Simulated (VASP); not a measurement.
SiC:

```
CELL_PARAMETERS angstrom
3.10611 0.00000 0.00000
-1.55305 2.68997 0.00000
0.00000 0.00000 5.04004
ATOMIC_POSITIONS crystal
Si 0.33333 0.66667 0.99906
Si 0.66667 0.33333 0.49906
C 0.33333 0.66667 0.37594
C 0.66667 0.33333 0.87594
```

This cell differs from its parent crystal: epitaxial xy strain +1.0%.

Base run:

| Quantity | Value |
| --- | --- |
| Program | VASP 6.6.1 |
| Functional | r2SCAN |
| Potentials or basis | VASP PAW PBE potentials, release 64 (Si, C) |
| Cutoff | 520 eV |
| k mesh | 12 × 12 × 6 |
| Occupations | gaussian, width 0.01 eV |
| Spin | no spin polarisation |

Its results: band gap on the k mesh 2.77 eV (least direct gap 4.34 eV); pressure -4.2 GPa.

**Question.** The run is repeated on the same cell with these changes: functional from r2SCAN to HSE06; k mesh from 12 × 12 × 6 to 6 × 6 × 4. What comes out?

**Answer.** Band gap on the k mesh 3.27 eV (least direct gap 4.92 eV); pressure -5.6 GPa.

Several settings changed at once.

Caveats: the cell stands under tension; the PAW data sets were made with another functional, which shifts forces and pressure a little.

A k mesh can miss the band edges.
